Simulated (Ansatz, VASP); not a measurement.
Al: VASP beside Ansatz

Contents of INCAR:

```
ALGO = Normal
EDIFF = 1E-7
EDIFFG = -0.01
ENCUT = 600
GGA = CA
IBRION = 2
ISIF = 3
ISMEAR = -1
LASPH = T
LCHARG = F
LREAL = F
LWAVE = F
NELM = 80
NSW = 80
PREC = Accurate
SIGMA = 0.15
```

KPOINTS

```
k-points
0
Gamma
  19 19 19
```

File POSCAR:

```
Al
1.0
   -1.5912200000      1.5912200000      1.5912200000
    1.5912200000     -1.5912200000      1.5912200000
    1.5912200000      1.5912200000     -1.5912200000
Al
1
Direct
    0.0000000000      0.0000000000      0.0000000000
```

Input for Ansatz:

```yaml
crystal:
  lattice:
    - [-1.59122, 1.59122, 1.59122]
    - [1.59122, -1.59122, 1.59122]
    - [1.59122, 1.59122, -1.59122]
  atoms:
    - { symbol: Al, position: [0.0, 0.0, 0.0] }
accuracy: low
basis:
  ecutwfc: 630.0
kpoints:
  mp_grid:
    grid: [19, 19, 19]
hamiltonian:
  xc: lda
scf:
  mixing:
    algorithm: anderson
    beta: 0.1
  occupations:
    method: fermi_dirac
    width: 0.15
relax:
  cell: {}
```

Alike in both runs: task relaxation of cell and atoms; functional LDA; k mesh 19 × 19 × 19; occupations fermi-dirac, width 0.15 eV; no spin polarisation.

|  | VASP | Ansatz |
| --- | --- | --- |
| version | VASP 6.6.1 | Ansatz 0.2.0 |
| potentials or method | VASP PAW LDA potentials, release 64 (Al), cutoff 600 eV | plane waves, PAW |
| valence electrons in the cell | 3 | 3 |

```tsv
	VASP	Ansatz	Ansatz less VASP
relaxed volume (Å³/atom)	16.25	16.22	-0.034
relaxed cell length with the largest relative difference (Å)	2.764	2.762	-0.0019
```

LDA's correlation is that of Perdew and Zunger in VASP and of Perdew and Wang (1992) in Ansatz.
